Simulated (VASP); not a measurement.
# BaZrO3 (Pm-3m) in VASP: notebook, part 2 of 2

VASP 6.6.1. Earlier steps stand in the parts before.

### 4 Relaxation of cell and atoms, r2SCAN, target pressure 7 GPa, at which the enthalpy is minimised

POSCAR

```
BaZrO3
1.0
    4.2051719888      0.0000000000      0.0000000000
    0.0000000000      4.2051719888      0.0000000000
    0.0000000000      0.0000000000      4.2051719888
Ba Zr O
1 1 3
Direct
    0.0000000000      0.0000000000      0.0000000000
    0.5000000000      0.5000000000      0.5000000000
    0.0000000000      0.5000000000      0.5000000000
    0.5000000000      0.0000000000      0.5000000000
    0.5000000000      0.5000000000      0.0000000000
```

INCAR.step1

```
SYSTEM = BaZrO3
PREC     = Accurate       ! precision mode
ENCUT    = 600            ! plane-wave cutoff, eV
ISMEAR   = 0              ! smearing method
SIGMA    = 0.01           ! smearing width, eV
LREAL    = .FALSE.        ! projectors in reciprocal space
LASPH    = .TRUE.         ! aspherical terms in the spheres
NELM     = 80             ! most SCF steps
GGA      = PE             ! functional
ALGO     = Normal         ! electronic algorithm
EDIFF    = 1E-4           ! SCF threshold, eV
LWAVE    = .TRUE.         ! write WAVECAR
LCHARG   = .FALSE.        ! write CHGCAR
```

INCAR.step2

```
SYSTEM = BaZrO3
PREC     = Accurate       ! precision mode
ENCUT    = 600            ! plane-wave cutoff, eV
EDIFF    = 1E-6           ! SCF threshold, eV
ISMEAR   = 0              ! smearing method
SIGMA    = 0.01           ! smearing width, eV
LREAL    = .FALSE.        ! projectors in reciprocal space
LASPH    = .TRUE.         ! aspherical terms in the spheres
NELM     = 80             ! most SCF steps
ALGO     = Normal         ! electronic algorithm
ISIF     = 3              ! what is computed and relaxed
LWAVE    = .FALSE.        ! write WAVECAR
LCHARG   = .FALSE.        ! write CHGCAR
METAGGA  = R2SCAN         ! meta-GGA
LMIXTAU  = .TRUE.       
IBRION   = 2              ! ionic algorithm
NSW      = 100            ! ionic steps
EDIFFG   = -0.002         ! ionic threshold
PSTRESS  = 70.0         
ISTART   = 1
```

KPOINTS

```
regular mesh
0
G
  6 6 6
  0 0 0
```

Potentials or basis: VASP PAW PBE potentials, release 64 (Ba_sv, Zr_sv, O).

The run is started by

```sh
cat potpaw_PBE.64/Ba_sv/POTCAR potpaw_PBE.64/Zr_sv/POTCAR potpaw_PBE.64/O/POTCAR > POTCAR
cp INCAR.step1 INCAR
mpirun -np 1 vasp_std > vasp.out
cp INCAR.step2 INCAR
mpirun -np 1 vasp_std > vasp.out
```

OUTCAR:

```text
SYSTEM = BaZrO3
   PREC = Accurate
   ENCUT = 600
   EDIFF = 1E-6
   ISMEAR = 0
   LREAL = .FALSE.
   LASPH = .TRUE.
   NELM = 80
   ISIF = 3
   METAGGA = R2SCAN
   IBRION = 2
   NSW = 100
   EDIFFG = -0.002
   PSTRESS = 70.0
   ISTART = 1

 ion  position               nearest neighbor table
   1  0.000  0.000  0.000-   3 2.97   4 2.97   5 2.97   3 2.97   4 2.97   3 2.97   5 2.97   3 2.97
                             4 2.97   5 2.97   4 2.97   5 2.97   2 3.64   2 3.64   2 3.64   2 3.64
   2  0.500  0.500  0.500-   3 2.10   4 2.10   5 2.10   5 2.10   4 2.10   3 2.10   1 3.64   1 3.64
                             1 3.64   1 3.64   1 3.64   1 3.64   1 3.64   1 3.64
   3  0.000  0.500  0.500-   2 2.10   2 2.10   1 2.97   1 2.97   1 2.97   1 2.97
   4  0.500  0.000  0.500-   2 2.10   2 2.10   1 2.97   1 2.97   1 2.97   1 2.97
   5  0.500  0.500  0.000-   2 2.10   2 2.10   1 2.97   1 2.97   1 2.97   1 2.97

  LATTYP: Found a simple cubic cell.
 ALAT       =     4.2051719888

  Lattice vectors:

 A1 = (   4.2051719888,   0.0000000000,   0.0000000000)
 A2 = (   0.0000000000,   4.2051719888,   0.0000000000)
 A3 = (   0.0000000000,   0.0000000000,   4.2051719888)

Analysis of symmetry for initial positions (statically):
=====================================================================
 Subroutine PRICEL returns:
 Original cell was already a primitive cell.

 Routine SETGRP: Setting up the symmetry group for a
 simple cubic supercell.

 Subroutine GETGRP returns: Found 48 space group operations
 (whereof 48 operations were pure point group operations)
 out of a pool of 48 trial point group operations.

The static configuration has the point symmetry O_h .

Analysis of symmetry for dynamics (positions and initial velocities):
=====================================================================
 Subroutine PRICEL returns:
 Original cell was already a primitive cell.

 Routine SETGRP: Setting up the symmetry group for a
 simple cubic supercell.

 Subroutine GETGRP returns: Found 48 space group operations
 (whereof 48 operations were pure point group operations)
 out of a pool of 48 trial point group operations.

The dynamic configuration has the point symmetry O_h .

 Subroutine INISYM returns: Found 48 space group operations
 (whereof 48 operations are pure point group operations),
 and found     1 'primitive' translations

----------------------------------------------------------------------------------------

                                     Primitive cell

  volume of cell :      74.3620

  direct lattice vectors                    reciprocal lattice vectors
     4.205171989  0.000000000  0.000000000     0.237802402  0.000000000  0.000000000
     0.000000000  4.205171989  0.000000000     0.000000000  0.237802402  0.000000000
     0.000000000  0.000000000  4.205171989     0.000000000  0.000000000  0.237802402

  length of vectors
     4.205171989  4.205171989  4.205171989     0.237802402  0.237802402  0.237802402

  position of ions in fractional coordinates (direct lattice)
     0.000000000  0.000000000  0.000000000
     0.500000000  0.500000000  0.500000000
     0.000000000  0.500000000  0.500000000
     0.500000000  0.000000000  0.500000000
     0.500000000  0.500000000  0.000000000

  ion indices of the primitive-cell ions
   primitive index   ion index
[... 29 lines left out ...]

 Found     20 irreducible k-points:

 Following reciprocal coordinates:
            Coordinates               Weight
  0.000000  0.000000  0.000000      1.000000
  0.166667  0.000000  0.000000      6.000000
  0.333333  0.000000  0.000000      6.000000
  0.500000  0.000000  0.000000      3.000000
  0.166667  0.166667  0.000000     12.000000
  0.333333  0.166667  0.000000     24.000000
[... 12 lines left out ...]
  0.500000  0.500000  0.333333      6.000000
  0.500000  0.500000  0.500000      1.000000
   k-points           NKPTS =     20   k-points in BZ     NKDIM =     20   number of bands    NBANDS=     24
   number of dos      NEDOS =    301   number of ions     NIONS =      5
   total plane-waves  NPLWV =  46656
   dimension x,y,z NGX =    36 NGY =   36 NGZ =   36
   dimension x,y,z NGXF=    72 NGYF=   72 NGZF=   72
   ions per type =               1   1   3
   NGX,Y,Z   is equivalent  to a cutoff of  14.23, 14.23, 14.23 a.u.
   NGXF,Y,Z  is equivalent  to a cutoff of  28.46, 28.46, 28.46 a.u.
 SYSTEM =  BaZrO3
   PREC   = accura    normal or accurate (medium, high low for compatibility)
   ISTART =      1    job   : 0-new  1-cont  2-samecut
   ICHARG =      0    charge: 1-file 2-atom 10-const
   ISPIN  =      1    spin polarized calculation?
   LNONCOLLINEAR =      F non collinear calculations
   LSORBIT =      F    spin-orbit coupling
   LASPH  =      T    aspherical Exc in radial PAW
   ENCUT  =  600.0 eV  44.10 Ry    6.64 a.u.   8.40  8.40  8.40*2*pi/ulx,y,z
   NELM   =     80;   NELMIN=  2; NELMDL=  0     # of ELM steps
   EDIFF  = 0.1E-05   stopping-criterion for ELM
   LREAL  =      F    real-space projection
   EDIFFG = -.2E-02   stopping-criterion for IOM
   NSW    =    100    number of steps for IOM
   IBRION =      2    ionic relax: 0-MD 1-quasi-New 2-CG
   NFREE  =      1    steps in history (QN), initial steepest desc. (CG)
   ISIF   =      3    stress and relaxation
   ISYM   =      2    0-nonsym 1-usesym 2-fastsym
   POTIM  = 0.5000    time-step for ionic-motion
   TEBEG  =    0.0;   TEEND  =   0.0 temperature during run
   PSTRESS=   70.0 pullay stress
   NELECT =      40.0000    total number of electrons
   NUPDOWN=      -1.0000    fix difference up-down
   EMIN   =  10.00;   EMAX   =-10.00  energy-range for DOS
   EFERMI =   0.00;   METHOD = LEGACY
   ISMEAR =     0;   SIGMA  =   0.01  broadening in eV -4-tet -1-fermi 0-gaus
   EFERMI_NEDOS =   21; number of points for ismear=-14 and -15
   IALGO  =     38    algorithm
   IMIX   =      4    mixing-type and parameters
     AMIX     =   0.40;   BMIX     =  1.00
     AMIX_MAG =   1.60;   BMIX_MAG =  1.00
  volume/ion in A,a.u.               =      14.87       100.36
  Fermi-wavevector in a.u.,A,eV,Ry     =   1.331408  2.515996 24.118319  1.772646
  Thomas-Fermi vector in A             =   2.460421
   LORBIT       =      0    0 simple, 1 ext, 2 COOP (PROOUT), +10 PAW based schemes
   METAGGA = R2SCAN    functional components
   LHFCALC =     F    Hartree Fock is set to
   AEXX    =    0.0000 exact exchange contribution
   IVDW    =     0    specifies the selected vdW correction
   LEPSILON=     F    determine dielectric tensor
   LRPA    =     F    only Hartree local field effects (RPA)
 conjugate gradient relaxation of ions
 non-spin polarized calculation
 Gauss-broadening in eV      SIGMA  =   0.01
  energy-cutoff  :      600.00
  volume of cell :       74.36
 maximum number of plane-waves:      2517
 NGX is ok and might be reduce to    36
   NGX = 17   NGY = 17   NGZ = 17

--------------------------------------- Ionic step        1  -------------------------------------------

 number of electron      40.0000015 magnetization

 Free energy of the ion-electron system (eV)
  ---------------------------------------------------
  ext. energy  EPLUGINS =         0.00000000
  ---------------------------------------------------
  free energy    TOTEN  =       -85.11341598 eV

  energy without entropy =      -85.11341598  energy(sigma->0) =      -85.11341598

------------------------ aborting loop because EDIFF is reached ----------------------------------------

  FORCE on cell =-STRESS in cart. coord.  units (eV):
  Direction    XX          YY          ZZ          XY          YZ          ZX
  --------------------------------------------------------------------------------------
  -------------------------------------------------------------------------------------
  Total        0.4056396      0.4056396      0.4056396     -0.0000000     -0.0000000      0.0000000
  in kB        8.7397620      8.7397620      8.7397620     -0.0000000     -0.0000000      0.0000000
  external PRESSURE =     -61.2602380 kB  Pullay stress =      70.0000000 kB
[... 106 lines left out ...]
  energy  without entropy=      -85.0547229924  energy(sigma->0) =      -85.05472299

  enthalpy is  TOTEN    =       -81.9137731354 eV   P V=        3.1409498569

[... ionic steps 4 to 11 ...]

--------------------------------------- Ionic step       12  -------------------------------------------

 number of electron      39.9999994 magnetization

------------------------ aborting loop because EDIFF is reached ----------------------------------------
[... 77 lines left out ...]
--------------------------------------- Ionic step       14  -------------------------------------------

 number of electron      39.9999994 magnetization

 Free energy of the ion-electron system (eV)
  ---------------------------------------------------
  ext. energy  EPLUGINS =         0.00000000
  ---------------------------------------------------
  free energy    TOTEN  =       -85.05414758 eV

  energy without entropy =      -85.05414758  energy(sigma->0) =      -85.05414758

 E-fermi :   3.8317     XC(G=0): -11.5214

 val. band max:        3.6557989989   @ k =   0.5000   0.5000   0.5000
 cond. band min:       7.4194119127   @ k =   0.0000   0.0000   0.0000
 fundamental gap:      3.7636129137
 Fermi energy:         3.8316650200

 k-point     1 :       0.0000    0.0000    0.0000
  band No.  band energies     occupation
      1     -44.6935      2.00000
      2     -22.2670      2.00000
      3     -22.1718      2.00000
      4     -22.1718      2.00000
      5     -22.1718      2.00000
      6     -13.7251      2.00000
[... 565 lines left out ...]
  energy  without entropy=      -85.0541475820  energy(sigma->0) =      -85.05414758

  enthalpy is  TOTEN    =       -81.9137785175 eV   P V=        3.1403690646

 reached required accuracy - stopping structural energy minimisation
```

Run time: 30 min. Hardware: 1 thread of Intel Xeon 8259CL, shared host; peak memory 0.27 GiB.

Results:

| Item | Value |
| --- | --- |
| Free energy | -85.0541 eV |
| Relaxed volume | 14.38 Å³/atom |
| Relaxed cell | a = 4.158 Å, b = 4.158 Å, c = 4.158 Å, α = 90.00°, β = 90.00°, γ = 90.00° |
| Space group after relaxing (to 0.1 Å) | Pm-3m (No. 221) |
| Energy change on relaxing (the run minimises the enthalpy) | +11.9 meV/atom |
| Ionic steps | 14 |
| Pressure after relaxing | 7.0 GPa |
| Band gap on the k mesh | 3.76 eV (least direct gap 3.98 eV) |

Step by step:
```csv
step,energy change (eV),largest force (eV/Å),pressure (GPa),volume (Å³)
1,0.0000,0.0000,0.87,74.36
2,0.3200,0.0000,17.60,68.41
3,0.0587,0.0000,6.90,71.89
4,0.0608,0.0000,7.08,71.84
5,0.0579,0.0000,6.87,71.91
6,0.0597,0.0000,6.96,71.87
7,0.0601,0.0000,6.95,71.86
8,0.0605,0.0000,7.06,71.85
9,0.0603,0.0000,7.05,71.85
10,0.0602,0.0000,7.04,71.86
11,0.0601,0.0000,7.03,71.86
12,0.0601,0.0000,7.02,71.86
13,0.0599,0.0000,7.03,71.86
14,0.0593,0.0000,6.98,71.88
```

Final structure:
```yaml
crystal:
  lattice:
    - [4.15781, 0.00000, 0.00000]
    - [0.00000, 4.15781, 0.00000]
    - [0.00000, 0.00000, 4.15781]
  atoms:
    - { symbol: Ba, position: [0.00000, 0.00000, 0.00000] }
    - { symbol: Zr, position: [0.50000, 0.50000, 0.50000] }
    - { symbol: O, position: [0.00000, 0.50000, 0.50000] }
    - { symbol: O, position: [0.50000, 0.00000, 0.50000] }
    - { symbol: O, position: [0.50000, 0.50000, 0.00000] }
```

Caveat: the cell is relaxed towards a set pressure, so the run minimises the enthalpy, not the energy; the PAW data sets were made with another functional, which shifts forces and pressure a little; spin-orbit coupling is left out, which moves the levels of the heavy elements. A k mesh can miss the band edges.

### 5 The runs side by side

| cell | gap on the mesh (eV) | pressure (GPa) |
| --- | --- | --- |
| relaxed to 2 GPa | 3.70 | 2.0 |
| relaxed to 4 GPa | 3.73 | 4.0 |
| relaxed to 7 GPa | 3.76 | 7.0 |

Alike in all rows: task relaxation of cell and atoms; level r2SCAN; potentials or basis VASP PAW PBE potentials, release 64 (Ba_sv, Zr_sv, O); no spin polarisation; k mesh 6 × 6 × 6; cutoff (eV) 600; smearing gaussian 0.01 eV.

Caveats: the cell is relaxed towards a set pressure, so the run minimises the enthalpy, not the energy; the PAW data sets were made with another functional, which shifts forces and pressure a little; spin-orbit coupling is left out, which moves the levels of the heavy elements.

Absolute energies hang on the potentials; compare differences alone.
